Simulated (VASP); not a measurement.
Al2GaAs3:

```
Al Ga As
1.0
    -1.92681    1.92681    8.17478
     1.92681   -1.92681    8.17478
     1.92681    1.92681   -8.17478
Al Ga As
2 1 3
Direct
  0.83333 0.83333 0.00000
  0.16667 0.16667 0.00000
  0.50000 0.50000 0.00000
  0.58333 0.08333 0.50000
  0.25000 0.75000 0.50000
  0.91667 0.41667 0.50000
```

```yaml
Program: VASP 6.6.1
Task: relaxation of cell and atoms
Functional: PBE
Potentials_or_basis: VASP PAW PBE potentials, release 64 (Al, Ga_d, As)
Cutoff: 500 eV
k_mesh: 6 × 6 × 6
Occupations: gaussian, width 0.1 eV
Spin: no spin polarisation
```

At the start: pressure 14.2 GPa; volume 20.23 Å³/atom.

Task: How do energy, volume and symmetry change on relaxing?

Result: Over 5 steps the energy falls by 130.7 meV/atom and the volume is 23.59 Å³/atom (+16.6 %); space group I-4m2 (No. 119, to 0.1 Å) before and after.

The path:
| step | energy change (eV) | largest force (eV/Å) | pressure (GPa) | volume (Å³) |
| --- | --- | --- | --- | --- |
| 1 | 0.0000 | 0.0981 | 14.20 | 121.40 |
| 2 | -0.5449 | 0.0686 | -4.99 | 155.72 |
| 3 | -0.7839 | 0.0642 | 0.00 | 141.69 |
| 4 | -0.7836 | 0.0642 | -0.20 | 142.11 |
| 5 | -0.7842 | 0.0312 | 0.06 | 141.57 |

Final structure:
```yaml
crystal:
  lattice:
    - [-2.02925, 2.02925, 8.59464]
    - [2.02925, -2.02925, 8.59464]
    - [2.02925, 2.02925, -8.59464]
  atoms:
    - { symbol: Al, position: [0.83338, 0.83338, 0.00000] }
    - { symbol: Al, position: [0.16662, 0.16662, 0.00000] }
    - { symbol: Ga, position: [0.50000, 0.50000, 0.00000] }
    - { symbol: As, position: [0.58369, 0.08369, 0.50000] }
    - { symbol: As, position: [0.25000, 0.75000, 0.50000] }
    - { symbol: As, position: [0.91631, 0.41631, 0.50000] }
```

Caveat: the volume moved by over 15 % at a fixed basis, so the end points are rough.
